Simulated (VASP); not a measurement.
A run of VASP 6.6.1 is set up as follows.

The input INCAR:

```
PREC = Accurate
ENCUT = 520
EDIFF = 1E-7
ISMEAR = 0
SIGMA = 0.05
LREAL = Auto
LASPH = T
NELM = 80
ALGO = Normal
ISIF = 2
LWAVE = F
LCHARG = T
GGA = PE
LELF = T
LVHAR = T
NBANDS = 31
```

File KPOINTS:

```
regular mesh
0
Gamma
  1 1 9
```

POSCAR

```
H5C3
1.0
   12.9000000000      0.0000000000      0.0000000000
    0.0000000000     13.2000000000      0.0000000000
    0.0000000000      0.0000000000      3.5714737265
C H
6 10
Direct
    0.5346073036      0.5338207739      0.5000000000
    0.6038219107      0.4661792261      0.2500000000
    0.5346073036      0.3985376782      0.0000000000
    0.3961780893      0.5338207739      0.0000000000
    0.4653926964      0.4661792261      0.7500000000
    0.4653926964      0.6014623218      0.2500000000
    0.5833911635      0.5814959098      0.6762050743
    0.6526057706      0.5138543619      0.0737949257
    0.6526057706      0.4185040902      0.4262050743
    0.5833911635      0.3508625424      0.8237949257
    0.4858234436      0.3508625424      0.1762050743
    0.3473942294      0.4861456381      0.1762050743
    0.3473942294      0.5814959098      0.8237949257
    0.4166088365      0.4185040902      0.5737949257
    0.5141765564      0.6491374576      0.0737949257
    0.4166088365      0.6491374576      0.4262050743
```

Potentials or basis: VASP PAW PBE potentials, release 64 (C, H).

The run is started by

```sh
$ cat potpaw_PBE.64/C/POTCAR potpaw_PBE.64/H/POTCAR > POTCAR
$ mpirun -np 1 vasp_std > vasp.out
```

Question: Estimate the band gap on the k mesh.

Answer: 5.25 eV.

Question: What does it give for the largest force?

Answer: 1.124 eV/Å.

Forces on the atoms (eV/Å):
```
C   -0.468 -0.464 -0.910
C   -0.780 -0.191  0.123
C    0.189  0.780 -0.122
C    0.780  0.191 -0.123
C    0.468  0.464  0.910
C   -0.189 -0.780  0.122
H    0.140  0.140 -0.059
H    0.375  0.027 -0.002
H    0.385 -0.035 -0.010
H    0.035 -0.385  0.010
H   -0.028 -0.375  0.002
H   -0.375 -0.027  0.002
H   -0.385  0.035  0.010
H   -0.140 -0.140  0.059
H    0.028  0.375 -0.002
H   -0.035  0.385 -0.010
```
